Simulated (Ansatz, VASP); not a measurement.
Two plane-wave programs on MnS

The input INCAR:

```
PREC = Accurate
ENCUT = 520
EDIFF = 1E-6
ISMEAR = -1
SIGMA = 0.05
LREAL = F
LASPH = T
NELM = 150
ALGO = Normal
ISIF = 2
LWAVE = F
LCHARG = F
ISPIN = 2
MAGMOM = 6 6 0 0
LORBIT = 11
NUPDOWN = 12.0
LMAXMIX = 4
GGA = PS
NBANDS = 31
```

KPOINTS

```
regular mesh
0
Gamma
  7 7 4
```

The input POSCAR:

```
MnS
1.0
    3.9535769233      0.0000000000      0.0000000000
   -1.9767884617      3.4238980514      0.0000000000
    0.0000000000      0.0000000000      6.3425288600
Mn S
2 2
Direct
    0.6666666667      0.3333333333      0.4988446700
    0.3333333333      0.6666666667      0.9988446700
    0.3333333333      0.6666666667      0.6261543000
    0.6666666667      0.3333333333      0.1261543000
```

input.yaml

```yaml
crystal:
  lattice:
    - [3.9535769233, 0.0, 0.0]
    - [-1.9767884617, 3.4238980514, 0.0]
    - [0.0, 0.0, 6.34252886]
  atoms:
    - { symbol: Mn, position: [0.6666666667, 0.3333333333, 0.49884467], spin: 6.0 }
    - { symbol: Mn, position: [0.3333333333, 0.6666666667, 0.99884467], spin: 6.0 }
    - { symbol: S, position: [0.3333333333, 0.6666666667, 0.6261543] }
    - { symbol: S, position: [0.6666666667, 0.3333333333, 0.1261543] }
hamiltonian:
  xc: pbesol
  pseudopotentials: { kind: paw }
magnetization:
  spin_polarized: true
  initial_magnetization: 12.0
  spin_locking: { lock_magnetization: hard }
kpoints:
  mp_grid: { grid: [7, 7, 4] }
scf:
  occupations: { method: fermi_dirac, width: 0.05 }
  lower_state_search: "off"
output:
  forces: true
  stress: true
  eigenvalues: true
```

Alike in both runs: task single point; functional PBEsol; k mesh 7 × 7 × 4; occupations fermi-dirac, width 0.05 eV; collinear spin; fixed moment 12 μB.

|  | VASP | Ansatz |
| --- | --- | --- |
| version | VASP 6.6.1 | Ansatz 0.2.0 |
| potentials or method | VASP PAW PBE potentials, release 64 (Mn_pv, S) | Ansatz PAW |
| plane-wave cutoff (eV) | 520 | 420 |
| valence electrons in the cell | 38 | 42 |

Ansatz gave:

| Quantity | Value |
| --- | --- |
| pressure (GPa) | 10.6 |
| traceless stress, the component that is largest in VASP (GPa) | 1.37 |
| rms of the force components (eV/Å) | 0.171 |
| net moment per atom (μB) | 3.00 |
| size of the moment on the site where the two differ most (μB) | 4.27 |

Q: Estimate VASP's values.

A: Pressure (GPa): 10.7; traceless stress, the component that is largest in VASP (GPa): 1.39; rms of the force components (eV/Å): 0.173; net moment per atom (μB): 3.00; size of the moment on the site where the two differ most (μB): 4.54.

VASP's potentials were made for PBE, not for PBEsol. Site moments also hang on the region over which each program counts them. Atom by atom the forces differ by 0.001 eV/Å (rms over components). VASP's potentials hold 38 valence electrons a cell and Ansatz's 42, so a difference there can come from the potentials and not from the codes.
